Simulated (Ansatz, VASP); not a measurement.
## One calculation of Cd, two programs

The input INCAR:

```
SYSTEM = Cd
PREC     = Accurate       ! precision mode
ENCUT    = 520            ! plane-wave cutoff, eV
EDIFF    = 1E-6           ! SCF threshold, eV
ISMEAR   = -1             ! smearing method
SIGMA    = 0.08           ! smearing width, eV
LREAL    = .False.        ! projectors in reciprocal space
LASPH    = .True.         ! aspherical terms in the spheres
NELM     = 80             ! most SCF steps
ALGO     = Normal         ! electronic algorithm
ISIF     = 2              ! what is computed and relaxed
LWAVE    = .False.        ! write WAVECAR
LCHARG   = .False.        ! write CHGCAR
GGA      = PE             ! functional
NBANDS   = 12             ! bands
```

Contents of KPOINTS:

```
regular mesh
0
Gamma
  14 14 14
  0 0 0
```

The input POSCAR:

```
Cd
1.0
    2.2961561791      0.0000000000      0.0000000000
    0.0000000000      2.2961561791      0.0000000000
    0.0000000000      0.0000000000      2.2961561791
Cd
1
Direct
    0.0000000000      0.0000000000      0.0000000000
```

Input for Ansatz:

```yaml
crystal:
  lattice:
    - [2.2961561791, 0.0, 0.0]
    - [0.0, 2.2961561791, 0.0]
    - [0.0, 0.0, 2.2961561791]
  atoms:
    - { symbol: Cd, position: [0.0, 0.0, 0.0] }
kpoints:
  mp_grid: { grid: [14, 14, 14] }
scf:
  occupations: { method: fermi_dirac, width: 0.08 }
hamiltonian:
  xc: pbe
  pseudopotentials: { kind: all_electron, lapw: { basis_error: 0.001 } }
output:
  forces: true
  stress: true
  eigenvalues: true
  populations: true
```

Change from the starting cell: volume scaled by 0.45, LAPW.

Alike in both runs: task single point; functional PBE; k mesh 14 × 14 × 14; occupations fermi-dirac, width 0.08 eV; no spin polarisation.

|  | VASP | Ansatz |
| --- | --- | --- |
| version | VASP 6.6.1 | Ansatz 0.2.0 |
| potentials or method | VASP PAW PBE potentials, release 64 (Cd), cutoff 520 eV | all-electron LAPW, scalar-relativistic |

Ansatz gave:

```
pressure (GPa) : 219.6
```

Question: Which values does VASP return?

Answer: Pressure (GPa): 229.4.

Both programs put the cell under a high pressure, so it lies far from rest at this level. Ansatz ran all-electron here, and VASP with PAW potentials.

Noted on VASP's run: the cell as given lies far from equilibrium.
